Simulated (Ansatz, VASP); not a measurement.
**Ca in VASP and in Ansatz**

Contents of INCAR:

```
SYSTEM = Ca
ALGO     = Fast           ! electronic algorithm
EDIFF    = 1E-6           ! SCF threshold, eV
ENCUT    = 520            ! plane-wave cutoff, eV
GGA      = PS             ! functional
ISIF     = 2              ! what is computed and relaxed
ISMEAR   = 0              ! smearing method
LASPH    = .TRUE.         ! aspherical terms in the spheres
LCHARG   = .FALSE.        ! write CHGCAR
LREAL    = .FALSE.        ! projectors in reciprocal space
LWAVE    = .FALSE.        ! write WAVECAR
NBANDS   = 17             ! bands
NELM     = 60             ! most SCF steps
PREC     = Accurate       ! precision mode
SIGMA    = 0.1            ! smearing width, eV
```

KPOINTS

```
k-points
0
G
  12 12 8
  0 0 0
```

The input POSCAR:

```
Ca
1.0
    1.9712759950     -3.3954901800      0.0000000000
    1.9712759950      3.3954901800      0.0000000000
    0.0000000000      0.0000000000      6.5091117400
Ca
2
Direct
    0.8355866000      0.1644134000      0.2500000000
    0.1644134000      0.8355866000      0.7500000000
```

Input for Ansatz:

```yaml
crystal:
  lattice:
    - [1.971275995, -3.39549018, 0.0]
    - [1.971275995, 3.39549018, 0.0]
    - [0.0, 0.0, 6.50911174]
  atoms:
    - { symbol: Ca, position: [0.8355866, 0.1644134, 0.25] }
    - { symbol: Ca, position: [0.1644134, 0.8355866, 0.75] }
basis:
  ecutwfc: 420
kpoints:
  mp_grid: { grid: [12, 12, 8] }
hamiltonian:
  xc: pbesol
scf:
  occupations: { method: gaussian, width: 0.1 }
output:
  forces: true
  stress: true
  eigenvalues: true
  populations: true
```

Alike in both runs: task single point; functional PBEsol; k mesh 12 × 12 × 8; occupations gaussian, width 0.1 eV; no spin polarisation.

|  | VASP | Ansatz |
| --- | --- | --- |
| version | VASP 6.6.1 | Ansatz 0.2.0 |
| potentials or method | VASP PAW PBE potentials, release 64 (Ca_sv), cutoff 520 eV | scalar-relativistic, plane waves, PAW |
| valence electrons in the cell | 20 | 20 |

```csv
,VASP,Ansatz,Ansatz less VASP
gap on the k mesh at the Fermi level (eV),none,none,-
pressure (GPa),-1.1,-1.1,0.00
"traceless stress, the component that is largest in VASP (GPa)",0.20,0.20,0.000
rms of the force components (eV/Å),0.009,0.009,+0.0001
```

VASP's potentials were made for PBE, not for PBEsol. Atom by atom the forces differ by 0.000 eV/Å (rms over components). A gap of «none» marks a metal or a gap that the smearing closes. The functional is the same, so the differences come from potentials, cutoffs and numerics.
